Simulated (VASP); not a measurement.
# KF (Fmmm) in VASP: notebook

KF is run at these levels: LDA; tasks: single point.

Everything below comes from runs of VASP 6.6.1. Logs are shortened: lines on timing, memory, paths and dates and some standing lists are left out, and cuts for length are marked.

## (1) The cell of the first run

The structure is orthorhombic, space group Fmmm (No. 69). Conventional cell: a = 4.970 Å, b = 5.073 Å, c = 5.163 Å, α = 90.00°, β = 90.00°, γ = 90.00°. Within 3.3 Å of K (site symmetry mmm) lie 6 F at 2.48 to 2.58 Å. F (site symmetry mmm) has 6 K at 2.48 to 2.58 Å within 3.3 Å.

## (2) Single point, LDA (normal strain along x -0.0175, normal strain along z -0.0375)

The input, INCAR:

```
ALGO = Normal
EDIFF = 1E-6
ENCUT = 520
ISIF = 2
ISMEAR = 0
LASPH = T
LCHARG = F
LREAL = F
LWAVE = F
NBANDS = 15
NELM = 80
PREC = Accurate
SIGMA = 0.05
```

The input, KPOINTS:

```
k-points
0
Gamma
  8 8 8
```

The input, POSCAR:

```
KF
1.0
    0.0000000000      2.5817196783      2.4849051904
    2.5365395839      0.0000000000      2.4849051904
    2.5365395839      2.5817196783      0.0000000000
K F
1 1
Direct
    0.0000000000      0.0000000000      0.0000000000
    0.5000000000      0.5000000000      0.5000000000
```

Potentials or basis: VASP PAW LDA potentials, release 64 (K_sv, F).

On the command line:

```sh
> cat potpaw_LDA.64/K_sv/POTCAR potpaw_LDA.64/F/POTCAR > POTCAR
> mpirun -np 1 vasp_std > vasp.out
```

OUTCAR:

```text
EDIFF = 1E-6
   ENCUT = 520
   ISIF = 2
   ISMEAR = 0
   LASPH = T
   LREAL = F
   NELM = 80
   PREC = Accurate

 ion  position               nearest neighbor table
   1  0.000  0.000  0.000-   2 2.48   2 2.48   2 2.54   2 2.54   2 2.58   2 2.58
   2  0.500  0.500  0.500-   1 2.48   1 2.48   1 2.54   1 2.54   1 2.58   1 2.58

  LATTYP: Found a face centered orthorhombic cell.
 ALAT       =     4.9698103808
 B/A-ratio  =     1.0207792208
 C/A-ratio  =     1.0389610389

  Lattice vectors:

 A1 = (   2.5365395839,   2.5817196783,   0.0000000000)
 A2 = (   0.0000000000,   2.5817196783,   2.4849051904)
 A3 = (   2.5365395839,   0.0000000000,   2.4849051904)

Analysis of symmetry for initial positions (statically):
=====================================================================
 Subroutine PRICEL returns:
 Original cell was already a primitive cell.

 Routine SETGRP: Setting up the symmetry group for a
 face centered orthorhombic supercell.

 Subroutine GETGRP returns: Found  8 space group operations
 (whereof  8 operations were pure point group operations)
 out of a pool of  8 trial point group operations.

The static configuration has the point symmetry D_2h.

Analysis of symmetry for dynamics (positions and initial velocities):
=====================================================================
 Subroutine PRICEL returns:
 Original cell was already a primitive cell.

 Routine SETGRP: Setting up the symmetry group for a
 face centered orthorhombic supercell.

 Subroutine GETGRP returns: Found  8 space group operations
 (whereof  8 operations were pure point group operations)
 out of a pool of  8 trial point group operations.

The dynamic configuration has the point symmetry D_2h.

 Subroutine INISYM returns: Found  8 space group operations
 (whereof  8 operations are pure point group operations),
 and found     1 'primitive' translations

----------------------------------------------------------------------------------------

                                     Primitive cell

  volume of cell :      32.5455

  direct lattice vectors                    reciprocal lattice vectors
     0.000000000  2.581719678  2.484905190    -0.197118942  0.193669361  0.201214920
     2.536539584  0.000000000  2.484905190     0.197118942 -0.193669361  0.201214920
     2.536539584  2.581719678  0.000000000     0.197118942  0.193669361 -0.201214920

  length of vectors
     3.583298802  3.550885364  3.619296832     0.341834964  0.341834964  0.341834964

  position of ions in fractional coordinates (direct lattice)
     0.000000000  0.000000000  0.000000000
     0.500000000  0.500000000  0.500000000

  ion indices of the primitive-cell ions
   primitive index   ion index
                 1           1
                 2           2

----------------------------------------------------------------------------------------

 KPOINTS: k-points

Automatic generation of k-mesh.
 Grid dimensions read from file:
 generate k-points for:    8    8    8

 Generating k-lattice:

  Cartesian coordinates                     Fractional coordinates (reciprocal lattice)
    -0.024639868  0.024208670  0.025151865     0.125000000  0.000000000  0.000000000
     0.024639868 -0.024208670  0.025151865     0.000000000  0.125000000  0.000000000
     0.024639868  0.024208670 -0.025151865     0.000000000  0.000000000  0.125000000

  Length of vectors
     0.042729371  0.042729371  0.042729371

  Shift w.r.t. Gamma in fractional coordinates (k-lattice)
     0.000000000  0.000000000  0.000000000

 Subroutine IBZKPT returns following result:
 ===========================================

 Found     95 irreducible k-points:

 Following reciprocal coordinates:
            Coordinates               Weight
  0.000000  0.000000  0.000000      1.000000
  0.125000  0.000000  0.000000      8.000000
  0.250000  0.000000  0.000000      8.000000
  0.375000  0.000000  0.000000      8.000000
  0.500000  0.000000  0.000000      4.000000
  0.125000  0.125000  0.000000      2.000000
[... 16 lines left out ...]
  0.250000 -0.000000  0.125000      8.000000
  0.375000  0.000000  0.125000      8.000000
 [... further k-points ...]
   k-points           NKPTS =     95   k-points in BZ     NKDIM =     95   number of bands    NBANDS=     15
   number of dos      NEDOS =    301   number of ions     NIONS =      2
   total plane-waves  NPLWV =  21952
   dimension x,y,z NGX =    28 NGY =   28 NGZ =   28
   dimension x,y,z NGXF=    56 NGYF=   56 NGZF=   56
   ions per type =               1   1
   NGX,Y,Z   is equivalent  to a cutoff of  12.99, 13.11, 12.86 a.u.
   NGXF,Y,Z  is equivalent  to a cutoff of  25.98, 26.22, 25.72 a.u.
 SYSTEM =  unknown system
   PREC   = accura    normal or accurate (medium, high low for compatibility)
   ISTART =      0    job   : 0-new  1-cont  2-samecut
   ICHARG =      2    charge: 1-file 2-atom 10-const
   ISPIN  =      1    spin polarized calculation?
   LNONCOLLINEAR =      F non collinear calculations
   LSORBIT =      F    spin-orbit coupling
   LASPH  =      T    aspherical Exc in radial PAW
   ENCUT  =  520.0 eV  38.22 Ry    6.18 a.u.   6.66  6.60  6.73*2*pi/ulx,y,z
   NELM   =     80;   NELMIN=  2; NELMDL= -5     # of ELM steps
   EDIFF  = 0.1E-05   stopping-criterion for ELM
   LREAL  =      F    real-space projection
   EDIFFG = 0.1E-04   stopping-criterion for IOM
   NSW    =      0    number of steps for IOM
   IBRION =     -1    ionic relax: 0-MD 1-quasi-New 2-CG
   NFREE  =      0    steps in history (QN), initial steepest desc. (CG)
   ISIF   =      2    stress and relaxation
   ISYM   =      2    0-nonsym 1-usesym 2-fastsym
   POTIM  = 0.5000    time-step for ionic-motion
   TEBEG  =    0.0;   TEEND  =   0.0 temperature during run
   PSTRESS=    0.0 pullay stress
   NELECT =      16.0000    total number of electrons
   NUPDOWN=      -1.0000    fix difference up-down
   EMIN   =  10.00;   EMAX   =-10.00  energy-range for DOS
   EFERMI =   0.00;   METHOD = LEGACY
   ISMEAR =     0;   SIGMA  =   0.05  broadening in eV -4-tet -1-fermi 0-gaus
   EFERMI_NEDOS =   21; number of points for ismear=-14 and -15
   IALGO  =     38    algorithm
   IMIX   =      4    mixing-type and parameters
     AMIX     =   0.40;   BMIX     =  1.00
     AMIX_MAG =   1.60;   BMIX_MAG =  1.00
  volume/ion in A,a.u.               =      16.27       109.81
  Fermi-wavevector in a.u.,A,eV,Ry     =   1.292066  2.441650 22.714030  1.669434
  Thomas-Fermi vector in A             =   2.423797
   LORBIT       =      0    0 simple, 1 ext, 2 COOP (PROOUT), +10 PAW based schemes
   GGA     = CA    functional components
   LHFCALC =     F    Hartree Fock is set to
   AEXX    =    0.0000 exact exchange contribution
   IVDW    =     0    specifies the selected vdW correction
   LEPSILON=     F    determine dielectric tensor
   LRPA    =     F    only Hartree local field effects (RPA)
 non-spin polarized calculation
 Gauss-broadening in eV      SIGMA  =   0.05
  energy-cutoff  :      520.00
  volume of cell :       32.55
 maximum number of plane-waves:       909
   NGX = 13   NGY = 13   NGZ = 13

 number of electron      15.9999992 magnetization

 Free energy of the ion-electron system (eV)
  ---------------------------------------------------
  ext. energy  EPLUGINS =         0.00000000
  ---------------------------------------------------
  free energy    TOTEN  =        -9.04231740 eV

  energy without entropy =       -9.04231740  energy(sigma->0) =       -9.04231740

 E-fermi :  -2.4402     XC(G=0):  -9.8824

 val. band max:       -2.6561043913   @ k =   0.0000   0.5000   0.5000
 cond. band min:       3.9317127563   @ k =   0.0000   0.0000   0.0000
 fundamental gap:      6.5878171476
 Fermi energy:        -2.4401890006

 k-point     1 :       0.0000    0.0000    0.0000
  band No.  band energies     occupation
      1     -28.0039      2.00000
      2     -21.0295      2.00000
      3     -11.3215      2.00000
      4     -11.3032      2.00000
      5     -11.2980      2.00000
      6      -2.7849      2.00000
      7      -2.7388      2.00000
      8      -2.6711      2.00000
      9       3.9317      0.00000
     10       8.0479      0.00000
     11       8.1750      0.00000
     12       8.3178      0.00000
     13       9.9649      0.00000
     14      10.3473      0.00000
     15      14.6398      0.00000

 k-point     2 :       0.1250    0.0000    0.0000
  band No.  band energies     occupation
      1     -27.9727      2.00000
      2     -21.0634      2.00000
      3     -11.3655      2.00000
      4     -11.3161      2.00000
      5     -11.3114      2.00000
      6      -2.9322      2.00000
      7      -2.8373      2.00000
      8      -2.7799      2.00000
      9       4.4360      0.00000
     10       7.8801      0.00000
     11       8.3677      0.00000
     12       8.5143      0.00000
     13      10.1708      0.00000
     14      10.5520      0.00000
     15      15.5757      0.00000

 k-point     3 :       0.2500    0.0000    0.0000
  band No.  band energies     occupation
      1     -27.8956      2.00000
      2     -21.1476      2.00000
      3     -11.5028      2.00000
      4     -11.3384      2.00000
      5     -11.3195      2.00000
      6      -3.3174      2.00000
      7      -3.0219      2.00000
      8      -2.9927      2.00000
      9       5.6285      0.00000
     10       7.5748      0.00000
     11       9.0140      0.00000
     12       9.1567      0.00000
     13      10.7870      0.00000
     14      11.1352      0.00000
     15      17.1392      0.00000
[... 343 lines left out ...]
 k-point    23 :       0.2500   -0.0000    0.1250
  band No.  band energies     occupation
      1     -27.9078      2.00000
      2     -21.1141      2.00000
      3     -11.4880      2.00000
      4     -11.4022      2.00000
      5     -11.3737      2.00000
      6      -3.3279      2.00000
      7      -2.8671      2.00000
      8      -2.7937      2.00000
      9       5.4959      0.00000
     10       7.0615      0.00000
     11       9.2069      0.00000
     12       9.3720      0.00000
     13      10.5617      0.00000
     14      10.9069      0.00000
     15      17.2619      0.00000

 k-point    24 :       0.3750    0.0000    0.1250
  band No.  band energies     occupation
      1     -27.8303      2.00000
      2     -21.1912      2.00000
      3     -11.6469      2.00000
      4     -11.4266      2.00000
      5     -11.4079      2.00000
      6      -3.4985      2.00000
      7      -3.0982      2.00000
      8      -3.0012      2.00000
      9       6.5180      0.00000
     10       7.3329      0.00000
     11       9.6441      0.00000
     12      10.0126      0.00000
     13      11.3948      0.00000
     14      11.7887      0.00000
     15      16.3649      0.00000

 [... further k-points ...]
[... 5 lines left out ...]
  --------------------------------------------------------------------------------------
  -------------------------------------------------------------------------------------
  Total        0.6180266      0.2570997      1.1304897      0.0000000      0.0000000      0.0000000
  in kB       30.4247646     12.6567307     55.6527510      0.0000000      0.0000000      0.0000000
  external PRESSURE =      32.9114154 kB  Pullay stress =       0.0000000 kB

 VOLUME and BASIS-vectors are now :
 -----------------------------------------------------------------------------
  energy-cutoff  :      520.00
  volume of cell :       32.55
      direct lattice vectors                 reciprocal lattice vectors
     0.000000000  2.581719678  2.484905190    -0.197118942  0.193669361  0.201214920
     2.536539584  0.000000000  2.484905190     0.197118942 -0.193669361  0.201214920
     2.536539584  2.581719678  0.000000000     0.197118942  0.193669361 -0.201214920

 POSITION                                       TOTAL-FORCE (eV/Angst)
 -----------------------------------------------------------------------------------
      0.00000      0.00000      0.00000         0.000000      0.000000      0.000000
      2.53654      2.58172      2.48491         0.000000      0.000000      0.000000
 -----------------------------------------------------------------------------------
    total drift:                                0.000000      0.000000      0.000000

  FREE ENERGIE OF THE ION-ELECTRON SYSTEM (eV)
  ---------------------------------------------------
  free  energy   TOTEN  =        -9.0423173997 eV

  energy  without entropy=       -9.0423173997  energy(sigma->0) =       -9.04231740
```

Run time: 19 s. Hardware: 1 thread of Intel Xeon 6975P-C (Granite Rapids), shared host; peak memory 0.17 GiB.

What came out:

| Quantity | Value |
| --- | --- |
| Free energy | -9.0423 eV |
| Pressure | 3.3 GPa |
| Band gap on the k mesh | 6.59 eV, indirect (least direct gap 6.60 eV) |

Stress tensor (GPa, compression positive):
```
3.04 0.00 0.00
0.00 1.27 0.00
0.00 0.00 5.57
```

Caveat: the cell differs from its parent crystal (normal strain along x -0.0175, normal strain along z -0.0375).

(Continued in part 2 of 2.)
